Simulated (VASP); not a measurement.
The system is Co.

```xyz
4
Lattice="2.5190 0.0000 0.0000 -1.2595 2.1815 0.0000 0.0000 0.0000 8.2469" Properties=species:S:1:pos:R:3 pbc="T T T"
Co    1.2595    0.7272    6.1852
Co    0.0000    0.0000    4.1234
Co    0.0000    1.4544    2.0617
Co    0.0000    0.0000    0.0000
```

Base run:

- Program: VASP 6.6.1
- Functional: BLYP
- Dispersion: D3(BJ)
- Potentials or basis: VASP PAW PBE potentials, release 64 (Co)
- Cutoff: 520 eV
- k mesh: 12 × 12 × 4
- Occupations: fermi-dirac, width 0.05 eV
- Spin: collinear spin, ferromagnetic start
- Starting moments: [2.0, 2.0, 2.0, 2.0] μB

Its results: pressure -12.6 GPa; net moment 6.62 μB per cell; site moments Co +1.68, +1.66 (each value once) μB.

Question: The run is repeated on the same cell with these changes: functional from BLYP to RPBE; further incar settings from ALGO = Normal; EDIFF = 1e-06; NBANDS = 30 to ALGO = Normal; EDIFF = 1e-07; NBANDS = 30. What comes out?

Answer: Pressure -30.1 GPa; net moment 6.80 μB per cell; site moments Co +1.74, +1.72 (each value once) μB.

Caveats: the cell stands under tension; the PAW data sets were made with another functional, which shifts forces and pressure a little; the dispersion term is far too large for a dense solid, which distorts pressure and volume (at least some runs).
